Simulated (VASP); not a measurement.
# BAs (F-43m) in VASP: further runs

Aim: see how the results for BAs move with the level of theory and the settings. Levels: revPBE+D3(BJ), PBE+D3(BJ). Tasks: single point.

Everything below comes from runs of VASP 6.6.1. Logs are shortened: lines on timing, memory, paths and dates and some standing lists are left out, and cuts for length are marked.

## (1) The cell of the first run

It takes space group F-43m (No. 216, cubic). Conventional cell: a = 4.805 Å, b = 4.805 Å, c = 4.805 Å, α = 90.00°, β = 90.00°, γ = 90.00°. Within 2.8 Å of B (site symmetry -43m) lie 4 As at 2.08 Å. As (site symmetry -43m) has 4 B at 2.08 Å within 2.8 Å.

## (2) Single point, revPBE+D3(BJ) (volume scaled by 1.04)

Input file INCAR:

```
  ALGO = Normal
  EDIFF = 1E-6
  ENCUT = 500
  GGA = RE
  GGA_COMPAT = False
  ISIF = 2
  ISMEAR = 0
  IVDW = 12
  LASPH = True
  LCHARG = False
  LREAL = False
  LWAVE = False
  NBANDS = 11
  NELM = 120
  PREC = Accurate
  SIGMA = 0.05
```

Input file KPOINTS:

```
k-points
0
Gamma
  8 8 8
```

Input file POSCAR:

```
BAs
1.0
    0.0000000000      2.4023968108      2.4023968108
    2.4023968108      0.0000000000      2.4023968108
    2.4023968108      2.4023968108      0.0000000000
B As
1 1
Direct
    0.0000000000      0.0000000000      0.0000000000
    0.7500000000      0.7500000000      0.7500000000
```

Potentials or basis: VASP PAW PBE potentials, release 64 (B, As).

Command:

```
$ cat potpaw_PBE.64/B/POTCAR potpaw_PBE.64/As/POTCAR > POTCAR
$ mpirun -np 1 vasp_std > vasp.out
```

OUTCAR:

```text
EDIFF = 1E-6
   ENCUT = 500
   GGA = RE
   ISIF = 2
   ISMEAR = 0
   IVDW = 12
   LASPH = True
   LREAL = False
   NELM = 120
   PREC = Accurate
 IVDW          = 12

 ion  position               nearest neighbor table
   1  0.000  0.000  0.000-   2 2.08   2 2.08   2 2.08   2 2.08
   2  0.750  0.750  0.750-   1 2.08   1 2.08   1 2.08   1 2.08

  LATTYP: Found a face centered cubic cell.
 ALAT       =     4.8047936216

  Lattice vectors:

 A1 = (   0.0000000000,   2.4023968108,   2.4023968108)
 A2 = (   2.4023968108,   0.0000000000,   2.4023968108)
 A3 = (   2.4023968108,   2.4023968108,   0.0000000000)

Analysis of symmetry for initial positions (statically):
=====================================================================
 Subroutine PRICEL returns:
 Original cell was already a primitive cell.

 Routine SETGRP: Setting up the symmetry group for a
 face centered cubic supercell.

 Subroutine GETGRP returns: Found 24 space group operations
 (whereof 24 operations were pure point group operations)
 out of a pool of 48 trial point group operations.

The static configuration has the point symmetry T_d .

Analysis of symmetry for dynamics (positions and initial velocities):
=====================================================================
 Subroutine PRICEL returns:
 Original cell was already a primitive cell.

 Routine SETGRP: Setting up the symmetry group for a
 face centered cubic supercell.

 Subroutine GETGRP returns: Found 24 space group operations
 (whereof 24 operations were pure point group operations)
 out of a pool of 48 trial point group operations.

The dynamic configuration has the point symmetry T_d .

 Subroutine INISYM returns: Found 24 space group operations
 (whereof 24 operations are pure point group operations),
 and found     1 'primitive' translations

----------------------------------------------------------------------------------------

                                     Primitive cell

  volume of cell :      27.7309

  direct lattice vectors                    reciprocal lattice vectors
     0.000000000  2.402396811  2.402396811    -0.208125484  0.208125484  0.208125484
     2.402396811  0.000000000  2.402396811     0.208125484 -0.208125484  0.208125484
     2.402396811  2.402396811  0.000000000     0.208125484  0.208125484 -0.208125484

  length of vectors
     3.397502152  3.397502152  3.397502152     0.360483913  0.360483913  0.360483913

  position of ions in fractional coordinates (direct lattice)
     0.000000000  0.000000000  0.000000000
     0.750000000  0.750000000  0.750000000

  ion indices of the primitive-cell ions
   primitive index   ion index
                 1           1
                 2           2

----------------------------------------------------------------------------------------

 KPOINTS: k-points

Automatic generation of k-mesh.
 Grid dimensions read from file:
 generate k-points for:    8    8    8

 Generating k-lattice:

  Cartesian coordinates                     Fractional coordinates (reciprocal lattice)
    -0.026015686  0.026015686  0.026015686     0.125000000  0.000000000  0.000000000
     0.026015686 -0.026015686  0.026015686     0.000000000  0.125000000  0.000000000
     0.026015686  0.026015686 -0.026015686     0.000000000  0.000000000  0.125000000

  Length of vectors
     0.045060489  0.045060489  0.045060489

  Shift w.r.t. Gamma in fractional coordinates (k-lattice)
     0.000000000  0.000000000  0.000000000

 Subroutine IBZKPT returns following result:
 ===========================================

 Found     29 irreducible k-points:

 Following reciprocal coordinates:
            Coordinates               Weight
  0.000000  0.000000  0.000000      1.000000
  0.125000  0.000000  0.000000      8.000000
  0.250000  0.000000  0.000000      8.000000
  0.375000  0.000000  0.000000      8.000000
  0.500000  0.000000  0.000000      4.000000
  0.125000  0.125000  0.000000      6.000000
[... 16 lines left out ...]
  0.500000  0.250000  0.125000     48.000000
 -0.375000  0.250000  0.125000     24.000000
 [... further k-points ...]
   k-points           NKPTS =     29   k-points in BZ     NKDIM =     29   number of bands    NBANDS=     11
   number of dos      NEDOS =    301   number of ions     NIONS =      2
   total plane-waves  NPLWV =  21952
   dimension x,y,z NGX =    28 NGY =   28 NGZ =   28
   dimension x,y,z NGXF=    56 NGYF=   56 NGZF=   56
   ions per type =               1   1
   NGX,Y,Z   is equivalent  to a cutoff of  13.70, 13.70, 13.70 a.u.
   NGXF,Y,Z  is equivalent  to a cutoff of  27.40, 27.40, 27.40 a.u.
 SYSTEM =  unknown system
   PREC   = accura    normal or accurate (medium, high low for compatibility)
   ISTART =      0    job   : 0-new  1-cont  2-samecut
   ICHARG =      2    charge: 1-file 2-atom 10-const
   ISPIN  =      1    spin polarized calculation?
   LNONCOLLINEAR =      F non collinear calculations
   LSORBIT =      F    spin-orbit coupling
   LASPH  =      T    aspherical Exc in radial PAW
   ENCUT  =  500.0 eV  36.75 Ry    6.06 a.u.   6.19  6.19  6.19*2*pi/ulx,y,z
   NELM   =    120;   NELMIN=  2; NELMDL= -5     # of ELM steps
   EDIFF  = 0.1E-05   stopping-criterion for ELM
   LREAL  =      F    real-space projection
   EDIFFG = 0.1E-04   stopping-criterion for IOM
   NSW    =      0    number of steps for IOM
   IBRION =     -1    ionic relax: 0-MD 1-quasi-New 2-CG
   NFREE  =      0    steps in history (QN), initial steepest desc. (CG)
   ISIF   =      2    stress and relaxation
   ISYM   =      2    0-nonsym 1-usesym 2-fastsym
   POTIM  = 0.5000    time-step for ionic-motion
   TEBEG  =    0.0;   TEEND  =   0.0 temperature during run
   PSTRESS=    0.0 pullay stress
   NELECT =       8.0000    total number of electrons
   NUPDOWN=      -1.0000    fix difference up-down
   EMIN   =  10.00;   EMAX   =-10.00  energy-range for DOS
   EFERMI =   0.00;   METHOD = LEGACY
   ISMEAR =     0;   SIGMA  =   0.05  broadening in eV -4-tet -1-fermi 0-gaus
   EFERMI_NEDOS =   21; number of points for ismear=-14 and -15
   IALGO  =     38    algorithm
   IMIX   =      4    mixing-type and parameters
     AMIX     =   0.40;   BMIX     =  1.00
     AMIX_MAG =   1.60;   BMIX_MAG =  1.00
  volume/ion in A,a.u.               =      13.87        93.57
  Fermi-wavevector in a.u.,A,eV,Ry     =   1.081725  2.044163 15.920563  1.170128
  Thomas-Fermi vector in A             =   2.217748
   LORBIT       =      0    0 simple, 1 ext, 2 COOP (PROOUT), +10 PAW based schemes
   GGA     = RE    functional components
   LHFCALC =     F    Hartree Fock is set to
   AEXX    =    0.0000 exact exchange contribution
   IVDW    =    12    specifies the selected vdW correction
   LEPSILON=     F    determine dielectric tensor
   LRPA    =     F    only Hartree local field effects (RPA)
 non-spin polarized calculation
 Gauss-broadening in eV      SIGMA  =   0.05
  energy-cutoff  :      500.00
  volume of cell :       27.73
 maximum number of plane-waves:       725
 NGX is ok and might be reduce to    28
   NGX = 13   NGY = 13   NGZ = 13

 number of electron       8.0000000 magnetization

 Free energy of the ion-electron system (eV)
  ---------------------------------------------------
  ext. energy  EPLUGINS =         0.00000000
  ---------------------------------------------------
  free energy    TOTEN  =       -10.85848388 eV

  energy without entropy =      -10.85848388  energy(sigma->0) =      -10.85848388

 E-fermi :   6.2614     XC(G=0): -10.4469

 val. band max:        6.0157457305   @ k =   0.0000   0.0000   0.0000
 cond. band min:       7.2425849754   @ k =   0.3750   0.3750   0.0000
 fundamental gap:      1.2268392449
 Fermi energy:         6.2614270237

 k-point     1 :       0.0000    0.0000    0.0000
  band No.  band energies     occupation
      1      -9.2335      2.00000
      2       6.0157      2.00000
      3       6.0157      2.00000
      4       6.0157      2.00000
      5       9.2692      0.00000
      6       9.2692      0.00000
      7       9.2692      0.00000
      8      10.4990      0.00000
      9      15.6213      0.00000
     10      18.8458      0.00000
     11      18.8458      0.00000

 k-point     2 :       0.1250    0.0000    0.0000
  band No.  band energies     occupation
      1      -8.9814      2.00000
      2       4.0629      2.00000
      3       5.5847      2.00000
      4       5.5847      2.00000
      5       9.3528      0.00000
      6       9.8376      0.00000
      7       9.8376      0.00000
      8      11.8262      0.00000
      9      16.5470      0.00000
     10      17.5652      0.00000
     11      17.5652      0.00000

 k-point     3 :       0.2500    0.0000    0.0000
  band No.  band energies     occupation
      1      -8.2480      2.00000
      2       1.1251      2.00000
      3       4.8839      2.00000
      4       4.8839      2.00000
      5       9.0040      0.00000
      6      10.6318      0.00000
      7      10.6318      0.00000
      8      13.8348      0.00000
      9      17.1860      0.00000
     10      17.1860      0.00000
     11      17.3029      0.00000

 k-point     4 :       0.3750    0.0000    0.0000
  band No.  band energies     occupation
      1      -7.1627      2.00000
      2      -1.4156      2.00000
      3       4.3906      2.00000
      4       4.3906      2.00000
      5       8.7181      0.00000
      6      10.8210      0.00000
      7      10.8210      0.00000
      8      14.8523      0.00000
      9      17.7993      0.00000
     10      18.6150      0.00000
     11      18.6150      0.00000

 k-point     5 :       0.5000    0.0000    0.0000
  band No.  band energies     occupation
      1      -6.4203      2.00000
      2      -2.6572      2.00000
      3       4.2197      2.00000
      4       4.2197      2.00000
      5       8.6180      0.00000
      6      10.7776      0.00000
      7      10.7776      0.00000
      8      14.9178      0.00000
      9      18.7157      0.00000
     10      20.4787      0.00000
     11      20.4787      0.00000
[... 211 lines left out ...]
 k-point    21 :       0.5000    0.5000    0.0000
  band No.  band energies     occupation
      1      -5.1177      2.00000
      2      -2.4506      2.00000
      3       2.0024      2.00000
      4       2.0024      2.00000
      5       7.4735      0.00000
      6       7.5119      0.00000
      7      17.2639      0.00000
      8      17.2639      0.00000
      9      18.8290      0.00000
     10      23.0641      0.00000
     11      23.6717      0.00000

 k-point    22 :       0.3750    0.2500    0.1250
  band No.  band energies     occupation
      1      -7.6065      2.00000
      2       0.8438      2.00000
      3       2.3641      2.00000
      4       4.0225      2.00000
      5       9.2425      0.00000
      6      11.1415      0.00000
      7      11.9646      0.00000
      8      13.1294      0.00000
      9      16.6749      0.00000
     10      19.2910      0.00000
     11      20.1020      0.00000

 k-point    23 :       0.5000    0.2500    0.1250
  band No.  band energies     occupation
      1      -6.5590      2.00000
      2      -1.0836      2.00000
      3       1.6425      2.00000
      4       3.3246      2.00000
      5       9.8560      0.00000
      6      11.0312      0.00000
      7      12.5046      0.00000
      8      14.0124      0.00000
      9      17.3838      0.00000
     10      19.2613      0.00000
     11      21.4204      0.00000

 k-point    24 :      -0.3750    0.2500    0.1250
  band No.  band energies     occupation
      1      -5.8550      2.00000
      2      -2.1824      2.00000
      3       1.5161      2.00000
      4       2.9973      2.00000
      5       9.9714      0.00000
      6      10.7443      0.00000
      7      13.4019      0.00000
      8      14.9662      0.00000
      9      16.3388      0.00000
     10      20.1114      0.00000
     11      21.1962      0.00000

 [... further k-points ...]

------------------------ aborting loop because EDIFF is reached ----------------------------------------

 Edisp (eV)   -1.28017

 E8    (eV) :    -0.8614

  FORCE on cell =-STRESS in cart. coord.  units (eV):
  Direction    XX          YY          ZZ          XY          YZ          ZX
  --------------------------------------------------------------------------------------
  -------------------------------------------------------------------------------------
  Total      -0.79551    -0.79551    -0.79551     0.00000     0.00000    -0.00000
  in kB     -45.96119   -45.96119   -45.96119     0.00000     0.00000    -0.00000
  external pressure =      -45.96 kB  Pullay stress =        0.00 kB

 VOLUME and BASIS-vectors are now :
 -----------------------------------------------------------------------------
  energy-cutoff  :      500.00
  volume of cell :       27.73
      direct lattice vectors                 reciprocal lattice vectors
     0.000000000  2.402396811  2.402396811    -0.208125484  0.208125484  0.208125484
     2.402396811  0.000000000  2.402396811     0.208125484 -0.208125484  0.208125484
     2.402396811  2.402396811  0.000000000     0.208125484  0.208125484 -0.208125484

 POSITION                                       TOTAL-FORCE (eV/Angst)
 -----------------------------------------------------------------------------------
      0.00000      0.00000      0.00000        -0.000000     -0.000000     -0.000000
      3.60360      3.60360      3.60360         0.000000      0.000000      0.000000
 -----------------------------------------------------------------------------------
    total drift:                                0.000000      0.000000      0.000000

  FREE ENERGIE OF THE ION-ELECTRON SYSTEM (eV)
  ---------------------------------------------------
  free  energy   TOTEN  =       -12.1386493737 eV

  energy  without entropy=      -12.1386493737  energy(sigma->0) =      -12.13864937
```

It took 18 s on 1 thread of Intel Xeon 8259CL, shared host; peak memory 0.17 GiB.

What came out:

| Item | Value |
| --- | --- |
| Free energy | -12.1386 eV |
| Pressure | -4.6 GPa |
| Band gap on the k mesh | 1.23 eV, indirect (least direct gap 3.25 eV) |
| Dispersion energy per atom | -0.640 eV |

Levels at points of the mesh, in eV from the valence-band top:
```
           k point  band 1  band 2  band 3  band 4  band 5  band 6  band 7  band 8
(0.00, 0.00, 0.00)  -15.25    0.00    0.00    0.00    3.25    3.25    3.25    4.48
(0.50, 0.00, 0.00)  -12.44   -8.67   -1.80   -1.80    2.60    4.76    4.76    8.90
(0.50, 0.50, 0.00)  -11.13   -8.47   -4.01   -4.01    1.46    1.50   11.25   11.25
```

Caveat: the PAW data sets were made with another functional, which shifts forces and pressure a little.

## (3) Single point, PBE+D3(BJ) (volume scaled by 1.02)

Input file INCAR:

```
SYSTEM = BAs
PREC = Accurate
ENCUT = 500
EDIFF = 1E-6
ISMEAR = 0
SIGMA = 0.05
LREAL = .False.
LASPH = .True.
NELM = 120
ALGO = Normal
ISIF = 2
LWAVE = .False.
LCHARG = .True.
GGA = PE
IVDW = 12
LELF = .True.
LVHAR = .True.
NBANDS = 11
GGA_COMPAT = .False.
```

Input file KPOINTS:

```
regular mesh
0
Gamma
  8 8 8
  0 0 0
```

Input file POSCAR:

```
BAs
1.0
    0.0000000000      2.4009455193      2.4009455193
    2.4009455193      0.0000000000      2.4009455193
    2.4009455193      2.4009455193      0.0000000000
B As
1 1
Direct
    0.0000000000      0.0000000000      0.0000000000
    0.7500000000      0.7500000000      0.7500000000
```

Potentials or basis: VASP PAW PBE potentials, release 64 (B, As).

Command:

```
$ cat potpaw_PBE.64/B/POTCAR potpaw_PBE.64/As/POTCAR > POTCAR
$ mpirun -np 1 vasp_std > vasp.out
```

Run time: 17 s. Hardware: 1 thread of Intel Xeon 8259CL, shared host; peak memory 0.16 GiB.

It converged, with:

| Item | Value |
| --- | --- |
| Free energy | -12.0598 eV |
| Pressure | -2.5 GPa |
| Band gap on the k mesh | 1.20 eV, indirect (least direct gap 3.26 eV) |
| Dispersion energy per atom | -0.325 eV |

Levels at points of the mesh, in eV from the valence-band top:
| k point | band 1 | band 2 | band 3 | band 4 | band 5 | band 6 | band 7 | band 8 |
| --- | --- | --- | --- | --- | --- | --- | --- | --- |
| (0.00, 0.00, 0.00) | -15.26 | 0.00 | 0.00 | 0.00 | 3.26 | 3.26 | 3.26 | 4.49 |
| (0.50, 0.00, 0.00) | -12.44 | -8.68 | -1.79 | -1.79 | 2.60 | 4.76 | 4.76 | 8.83 |
| (0.50, 0.50, 0.00) | -11.15 | -8.44 | -4.02 | -4.02 | 1.45 | 1.46 | 11.22 | 11.22 |

Caveat: three body term missing. A k mesh can miss the band edges.
